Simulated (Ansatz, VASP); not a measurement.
HfO2: VASP beside Ansatz

```
Hf O
1.0
     3.60455    0.00000    0.00000
     1.80227    3.12163    0.00000
     1.80227    1.04054    2.94310
Hf O
1 2
Direct
  0.00000 0.00000 0.00000
  0.25000 0.25000 0.25000
  0.75000 0.75000 0.75000
```

Alike in both runs: functional PBE; k mesh 6 × 6 × 6; no spin polarisation.

Ansatz relaxed the structure, and its values are those at the end. VASP's run is a single point on that final structure, the one shown.

|  | VASP | Ansatz |
| --- | --- | --- |
| version | VASP 6.6.1 | Ansatz 0.2.0 |
| potentials or method | VASP PAW PBE potentials, release 64 (Hf_pv, O) | plane waves, PAW |
| plane-wave cutoff (eV) | 520 | 420 |
| occupations | gaussian, width 0.01 eV | fixed |
| valence electrons in the cell | 22 | 38 |

```csv
,VASP,Ansatz,Ansatz less VASP
pressure (GPa),-3.6,0.0,+3.62
```

VASP's potentials hold 22 valence electrons a cell and Ansatz's 38, so a difference there can come from the potentials and not from the codes.

Neither program's run includes spin-orbit coupling.
